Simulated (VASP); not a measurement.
# Si8S15 (a cell with a defect) in VASP: single point with PBE+D3(BJ)

Aim: the single point of Si8S15 (a cell with a defect) with PBE+D3(BJ).

All numbers are computed with VASP 6.6.1; they aren't measurements. Logs are shortened: lines on timing, memory, paths and dates and some standing lists are left out, and cuts for length are marked.

### 1 The cell of the first run

The cell holds a defect, 23 atoms: a = 7.735 Å, b = 7.735 Å, c = 9.563 Å, α = 90.00°, β = 90.00°, γ = 91.21°.

### 2 Single point, PBE+D3(BJ) (atoms taken out, then relaxed in part)

The input, INCAR:

```
PREC = Accurate ; ENCUT = 400
EDIFF = 1E-6 ; ISMEAR = 0
SIGMA = 0.05 ; LREAL = False
LASPH = True ; NELM = 120
ALGO = Normal ; ISIF = 2
LWAVE = False ; LCHARG = False
GGA = PE ; IVDW = 12
NBANDS = 78 ; NELECT = 120.0
GGA_COMPAT = False
```

The input, KPOINTS:

```
Automatic mesh
0
Gamma
  4 4 2
```

The input, POSCAR:

```
Si8S15
1.0
    5.4113830413      0.0000000000      5.5267872967
    5.4113830413      0.0000000000     -5.5267872967
    0.0000000000      9.5632436157      0.0000000000
Si S
8 15
Direct
    0.3757516614      0.6265184128     -0.0012133298
    0.3230428315      0.1769571685      0.5000000000
    0.8734815872      0.1242483386      0.0012133298
    0.8916020949      0.6083979051      0.5000000000
    0.1265184128      0.8757516614     -0.0012133298
    0.1083979051      0.3916020949      0.5000000000
    0.6242483386      0.3734815872      0.0012133298
    0.6769571685      0.8230428315      0.5000000000
    0.3948676196      0.3943907280      0.8767313789
    0.8846293052      0.3846293052      0.3750697030
    0.8943907280      0.8948676196      0.8767313789
    0.1056092720      0.1051323804      0.1232686211
    0.1153706948      0.6153706948      0.6249302970
    0.6051323804      0.6056092720      0.1232686211
    0.5000000000      0.0000000000      0.5000000000
    0.3599061181      0.8599061181      0.8787629604
    0.3439560082      0.3857931430      0.3731852928
    0.8581946142      0.3581946142      0.8820348697
    0.8857931430      0.8439560082      0.3731852928
    0.1142068570      0.1560439918      0.6268147072
    0.1418053858      0.6418053858      0.1179651303
    0.6560439918      0.6142068570      0.6268147072
    0.6400938819      0.1400938819      0.1212370396
```

Potentials or basis: VASP PAW PBE potentials, release 64 (Si, S).

Run with:

```
cat potpaw_PBE.64/Si/POTCAR potpaw_PBE.64/S/POTCAR > POTCAR
mpirun -np 1 vasp_std > vasp.out
```

OUTCAR:

```text
PREC = Accurate
   ENCUT = 400
   EDIFF = 1E-6
   ISMEAR = 0
   LREAL = False
   LASPH = True
   NELM = 120
   ISIF = 2
   GGA = PE
   IVDW = 12
   NELECT = 120.0
 IVDW          = 12

 ion  position               nearest neighbor table
   1  0.376  0.627  0.999-  21 2.14  16 2.14  14 2.15   9 2.15   5 2.75   7 2.77
   2  0.323  0.177  0.500-  15 1.96  17 2.02  20 2.02   6 2.37
   3  0.873  0.124  0.001-  18 2.14  23 2.14  11 2.15  12 2.15   7 2.75   5 2.77
   4  0.892  0.608  0.500-  10 2.10  13 2.10  19 2.19  22 2.19   8 2.37   6 2.40
   5  0.127  0.876  0.999-  21 2.14  16 2.14  12 2.15  11 2.15   1 2.75   3 2.77
   6  0.108  0.392  0.500-  10 2.10  13 2.10  17 2.19  20 2.19   2 2.37   4 2.40
   7  0.624  0.373  0.001-  18 2.14  23 2.14   9 2.15  14 2.15   3 2.75   1 2.77
   8  0.677  0.823  0.500-  15 1.96  19 2.02  22 2.02   4 2.37
   9  0.395  0.394  0.877-   7 2.15   1 2.15
  10  0.885  0.385  0.375-   4 2.10   6 2.10
  11  0.894  0.895  0.877-   3 2.15   5 2.15
  12  0.106  0.105  0.123-   5 2.15   3 2.15
  13  0.115  0.615  0.625-   4 2.10   6 2.10
  14  0.605  0.606  0.123-   1 2.15   7 2.15
  15  0.500  0.000  0.500-   2 1.96   8 1.96
  16  0.360  0.860  0.879-   1 2.14   5 2.14
  17  0.344  0.386  0.373-   2 2.02   6 2.19
  18  0.858  0.358  0.882-   3 2.14   7 2.14
  19  0.886  0.844  0.373-   8 2.02   4 2.19
  20  0.114  0.156  0.627-   2 2.02   6 2.19
  21  0.142  0.642  0.118-   1 2.14   5 2.14
  22  0.656  0.614  0.627-   8 2.02   4 2.19
  23  0.640  0.140  0.121-   3 2.14   7 2.14

  LATTYP: Found a base centered orthorhombic cell.
 ALAT       =    10.8227660826
 B/A-ratio  =     1.0213262034
 C/A-ratio  =     0.8836228689

  Lattice vectors:

 A1 = (   5.4113830413,   0.0000000000,   5.5267872967)
 A2 = (   5.4113830413,   0.0000000000,  -5.5267872967)
 A3 = (   0.0000000000,   9.5632436157,   0.0000000000)

Analysis of symmetry for initial positions (statically):
=====================================================================
 Subroutine PRICEL returns:
 Original cell was already a primitive cell.

 Routine SETGRP: Setting up the symmetry group for a
 base centered orthorhombic supercell.

 Subroutine GETGRP returns: Found  4 space group operations
 (whereof  2 operations were pure point group operations)
 out of a pool of  8 trial point group operations.

The static configuration has the point symmetry S_2 .
 The point group associated with its full space group is C_2h.

Analysis of symmetry for dynamics (positions and initial velocities):
=====================================================================
 Subroutine PRICEL returns:
 Original cell was already a primitive cell.

 Routine SETGRP: Setting up the symmetry group for a
 base centered orthorhombic supercell.

 Subroutine GETGRP returns: Found  4 space group operations
 (whereof  2 operations were pure point group operations)
 out of a pool of  8 trial point group operations.

The dynamic configuration has the point symmetry S_2 .
 The point group associated with its full space group is C_2h.

 Subroutine INISYM returns: Found  4 space group operations
 (whereof  2 operations are pure point group operations),
 and found     1 'primitive' translations

----------------------------------------------------------------------------------------

                                     Primitive cell

  volume of cell :     572.0266

  direct lattice vectors                    reciprocal lattice vectors
     5.411383041  0.000000000  5.526787297     0.092397821  0.000000000  0.090468472
     5.411383041  0.000000000 -5.526787297     0.092397821  0.000000000 -0.090468472
     0.000000000  9.563243616  0.000000000     0.000000000  0.104567032  0.000000000

  length of vectors
     7.734884889  7.734884889  9.563243616     0.129313192  0.129313192  0.104567032

  position of ions in fractional coordinates (direct lattice)
     0.375751661  0.626518413  0.998786670
     0.323042831  0.176957169  0.500000000
     0.873481587  0.124248339  0.001213330
     0.891602095  0.608397905  0.500000000
     0.126518413  0.875751661  0.998786670
     0.108397905  0.391602095  0.500000000
[... 15 lines left out ...]
     0.656043992  0.614206857  0.626814707
     0.640093882  0.140093882  0.121237040

  ion indices of the primitive-cell ions
   primitive index   ion index
                 1           1
                 2           2
                 3           3
                 4           4
                 5           5
                 6           6
[... 15 lines left out ...]
                22          22
                23          23

----------------------------------------------------------------------------------------

 KPOINTS: Automatic mesh

Automatic generation of k-mesh.
 Grid dimensions read from file:
 generate k-points for:    4    4    2

 Generating k-lattice:

  Cartesian coordinates                     Fractional coordinates (reciprocal lattice)
     0.023099455  0.000000000  0.022617118     0.250000000 -0.000000000  0.000000000
     0.023099455  0.000000000 -0.022617118    -0.000000000  0.250000000  0.000000000
     0.000000000  0.052283516  0.000000000     0.000000000  0.000000000  0.500000000

  Length of vectors
     0.032328298  0.032328298  0.052283516

  Shift w.r.t. Gamma in fractional coordinates (k-lattice)
     0.000000000  0.000000000  0.000000000

 Subroutine IBZKPT returns following result:
 ===========================================

 Found     14 irreducible k-points:

 Following reciprocal coordinates:
            Coordinates               Weight
  0.000000  0.000000  0.000000      1.000000
  0.250000  0.000000  0.000000      4.000000
  0.500000  0.000000  0.000000      2.000000
  0.250000  0.250000  0.000000      2.000000
  0.500000  0.250000  0.000000      4.000000
 -0.250000  0.250000  0.000000      2.000000
  0.500000  0.500000  0.000000      1.000000
  0.000000  0.000000  0.500000      1.000000
  0.250000  0.000000  0.500000      4.000000
  0.500000  0.000000  0.500000      2.000000
  0.250000  0.250000  0.500000      2.000000
  0.500000  0.250000  0.500000      4.000000
 -0.250000  0.250000  0.500000      2.000000
  0.500000  0.500000  0.500000      1.000000
   k-points           NKPTS =     14   k-points in BZ     NKDIM =     14   number of bands    NBANDS=     78
   number of dos      NEDOS =    301   number of ions     NIONS =     23
   total plane-waves  NPLWV = 160000
   dimension x,y,z NGX =    50 NGY =   50 NGZ =   64
   dimension x,y,z NGXF=   100 NGYF=  100 NGZF=  128
   ions per type =               8  15
   NGX,Y,Z   is equivalent  to a cutoff of  10.75, 10.75, 11.13 a.u.
   NGXF,Y,Z  is equivalent  to a cutoff of  21.49, 21.49, 22.25 a.u.
 SYSTEM =  unknown system
   PREC   = accura    normal or accurate (medium, high low for compatibility)
   ISTART =      0    job   : 0-new  1-cont  2-samecut
   ICHARG =      2    charge: 1-file 2-atom 10-const
   ISPIN  =      1    spin polarized calculation?
   LNONCOLLINEAR =      F non collinear calculations
   LSORBIT =      F    spin-orbit coupling
   LASPH  =      T    aspherical Exc in radial PAW
   ENCUT  =  400.0 eV  29.40 Ry    5.42 a.u.  12.61 12.61 15.60*2*pi/ulx,y,z
   NELM   =    120;   NELMIN=  2; NELMDL= -5     # of ELM steps
   EDIFF  = 0.1E-05   stopping-criterion for ELM
   LREAL  =      F    real-space projection
   EDIFFG = 0.1E-04   stopping-criterion for IOM
   NSW    =      0    number of steps for IOM
   IBRION =     -1    ionic relax: 0-MD 1-quasi-New 2-CG
   NFREE  =      0    steps in history (QN), initial steepest desc. (CG)
   ISIF   =      2    stress and relaxation
   ISYM   =      2    0-nonsym 1-usesym 2-fastsym
   POTIM  = 0.5000    time-step for ionic-motion
   TEBEG  =    0.0;   TEEND  =   0.0 temperature during run
   PSTRESS=    0.0 pullay stress
   NELECT =     120.0000    total number of electrons
   NUPDOWN=      -1.0000    fix difference up-down
   EMIN   =  10.00;   EMAX   =-10.00  energy-range for DOS
   EFERMI =   0.00;   METHOD = LEGACY
   ISMEAR =     0;   SIGMA  =   0.05  broadening in eV -4-tet -1-fermi 0-gaus
   EFERMI_NEDOS =   21; number of points for ismear=-14 and -15
   IALGO  =     38    algorithm
   IMIX   =      4    mixing-type and parameters
     AMIX     =   0.40;   BMIX     =  1.00
     AMIX_MAG =   1.60;   BMIX_MAG =  1.00
  volume/ion in A,a.u.               =      24.87       167.84
  Fermi-wavevector in a.u.,A,eV,Ry     =   0.972739  1.838211 12.874131  0.946222
  Thomas-Fermi vector in A             =   2.103062
   LORBIT       =      0    0 simple, 1 ext, 2 COOP (PROOUT), +10 PAW based schemes
   GGA     = PE    functional components
   LHFCALC =     F    Hartree Fock is set to
   AEXX    =    0.0000 exact exchange contribution
   IVDW    =    12    specifies the selected vdW correction
   LEPSILON=     F    determine dielectric tensor
   LRPA    =     F    only Hartree local field effects (RPA)
 non-spin polarized calculation
 Gauss-broadening in eV      SIGMA  =   0.05
  energy-cutoff  :      400.00
  volume of cell :      572.03
 maximum number of plane-waves:     10414
   NGX = 25   NGY = 25   NGZ = 31

 number of electron     119.9999993 magnetization

 Free energy of the ion-electron system (eV)
  ---------------------------------------------------
  ext. energy  EPLUGINS =         0.00000000
  ---------------------------------------------------
  free energy    TOTEN  =      -121.21025138 eV

  energy without entropy =     -121.21025138  energy(sigma->0) =     -121.21025138

 E-fermi :   2.8972     XC(G=0):  -8.0799

 val. band max:        2.6251028337   @ k =   0.5000   0.5000   0.0000
 cond. band min:       3.4950573590   @ k =   0.5000   0.5000   0.5000
 fundamental gap:      0.8699545253
 Fermi energy:         2.8971768091

 k-point     1 :       0.0000    0.0000    0.0000
  band No.  band energies     occupation
      1     -13.5818      2.00000
      2     -12.8812      2.00000
      3     -12.5055      2.00000
      4     -11.7908      2.00000
      5     -11.4344      2.00000
      6     -11.2347      2.00000
[... 64 lines left out ...]
     71       6.1027      0.00000
     72       6.3311      0.00000

 k-point     2 :       0.2500    0.0000    0.0000
  band No.  band energies     occupation
      1     -13.5233      2.00000
      2     -13.0849      2.00000
      3     -12.2628      2.00000
      4     -11.7298      2.00000
      5     -11.5534      2.00000
      6     -11.3041      2.00000
[... 64 lines left out ...]
     71       6.2226      0.00000
     72       6.3279      0.00000

 k-point     3 :       0.5000    0.0000    0.0000
  band No.  band energies     occupation
      1     -13.3916      2.00000
      2     -13.3005      2.00000
      3     -11.9803      2.00000
      4     -11.7742      2.00000
      5     -11.5574      2.00000
      6     -11.5515      2.00000
[... 814 lines left out ...]
     71       6.3298      0.00000
     72       6.6031      0.00000

 k-point    14 :       0.5000    0.5000    0.5000
  band No.  band energies     occupation
      1     -13.5324      2.00000
      2     -12.9361      2.00000
      3     -12.5275      2.00000
      4     -11.7304      2.00000
      5     -11.4104      2.00000
      6     -11.2639      2.00000
[... 64 lines left out ...]
     71       6.4896      0.00000
     72       6.5384      0.00000
 [bands above 72 left out]

------------------------ aborting loop because EDIFF is reached ----------------------------------------

 Edisp (eV)   -5.39060

 E8    (eV) :    -2.0099

  FORCE on cell =-STRESS in cart. coord.  units (eV):
  Direction    XX          YY          ZZ          XY          YZ          ZX
  --------------------------------------------------------------------------------------
  -------------------------------------------------------------------------------------
  Total     -19.33765   -19.97392    10.77479     0.32802     0.00000     0.00000
  in kB     -54.16242   -55.94454    30.17887     0.91875     0.00000     0.00000
  external pressure =      -26.64 kB  Pullay stress =        0.00 kB

 VOLUME and BASIS-vectors are now :
 -----------------------------------------------------------------------------
  energy-cutoff  :      400.00
  volume of cell :      572.03
      direct lattice vectors                 reciprocal lattice vectors
     5.411383041  0.000000000  5.526787297     0.092397821  0.000000000  0.090468472
     5.411383041  0.000000000 -5.526787297     0.092397821  0.000000000 -0.090468472
     0.000000000  9.563243616  0.000000000     0.000000000  0.104567032  0.000000000

 POSITION                                       TOTAL-FORCE (eV/Angst)
 -----------------------------------------------------------------------------------
      5.42367      9.55164     -1.38593        -0.001928     -0.001347     -0.001733
      2.70569      4.78162      0.80738         0.000000      0.000000      0.008378
      5.39910      0.01160      4.14085         0.001928      0.001347     -0.001733
      8.11707      4.78162      1.56521         0.000000      0.000000      0.010382
      5.42367      9.55164     -4.14085        -0.001928     -0.001347      0.001733
      2.70569      4.78162     -1.56521         0.000000      0.000000     -0.010382
[... 15 lines left out ...]
      6.87381      5.99438      0.23122         0.053863     -0.050125     -0.011953
      4.22189      1.15942      2.76339         0.028382     -0.032764     -0.000000
 -----------------------------------------------------------------------------------
    total drift:                               -0.000000     -0.000000     -0.000000

  FREE ENERGIE OF THE ION-ELECTRON SYSTEM (eV)
  ---------------------------------------------------
  free  energy   TOTEN  =      -126.6008464200 eV

  energy  without entropy=     -126.6008464200  energy(sigma->0) =     -126.60084642
```

It took 18 min on 1 thread of Oxide Virtual Turin-like, shared host; peak memory 0.53 GiB.

What came out:

```yaml
Free_energy: -126.6008 eV
Largest_force: 0.075 eV/Å
Dispersion_energy_per_atom: -0.234 eV
```

Forces in eV/Å, atoms in the order of the input:
```
Si  -0.002 -0.001 -0.002
Si   0.000  0.000  0.008
Si   0.002  0.001 -0.002
Si   0.000  0.000  0.010
Si  -0.002 -0.001  0.002
Si   0.000  0.000 -0.010
Si   0.002  0.001  0.002
Si   0.000  0.000 -0.008
S    0.028  0.032  0.001
S    0.047  0.043  0.000
S    0.028  0.032 -0.001
S   -0.028 -0.032  0.001
S   -0.047 -0.043  0.000
S   -0.028 -0.032 -0.001
S    0.000  0.000  0.000
S   -0.028  0.033  0.000
S   -0.054  0.050  0.012
S   -0.029  0.030  0.000
S   -0.054  0.050 -0.012
S    0.054 -0.050  0.012
S    0.029 -0.030  0.000
S    0.054 -0.050 -0.012
S    0.028 -0.033  0.000
```

Levels at points of the mesh, in eV from the Fermi level:
| k point | band 56 | band 57 | band 58 | band 59 | band 60 | band 61 | band 62 | band 63 | band 64 | band 65 |
| --- | --- | --- | --- | --- | --- | --- | --- | --- | --- | --- |
| (0.00, 0.00, 0.00) | -1.21 | -1.20 | -0.95 | -0.88 | -0.69 | 0.74 | 0.84 | 1.77 | 1.78 | 2.20 |
| (0.50, 0.00, 0.00) | -1.47 | -1.23 | -1.22 | -0.74 | -0.73 | 0.64 | 0.85 | 2.10 | 2.21 | 2.34 |
| (0.50, 0.50, 0.00) | -1.61 | -1.41 | -1.01 | -0.91 | -0.27 | 0.62 | 0.81 | 2.28 | 2.29 | 2.53 |
| (0.00, 0.00, 0.50) | -1.17 | -1.16 | -1.07 | -1.00 | -0.67 | 0.79 | 0.83 | 1.98 | 2.00 | 2.38 |
| (0.50, 0.00, 0.50) | -1.47 | -1.18 | -1.13 | -0.72 | -0.71 | 0.69 | 0.81 | 2.08 | 2.24 | 2.28 |
| (0.50, 0.50, 0.50) | -1.54 | -1.54 | -1.01 | -0.94 | -0.33 | 0.60 | 0.82 | 2.28 | 2.35 | 2.53 |

Caveat: the cell carries a net charge on a neutralising background, which shifts energy and pressure; the cell differs from its parent crystal (atoms taken out, then relaxed in part); the cell is charged against a uniform background, so pressure and absolute levels hang on convention.
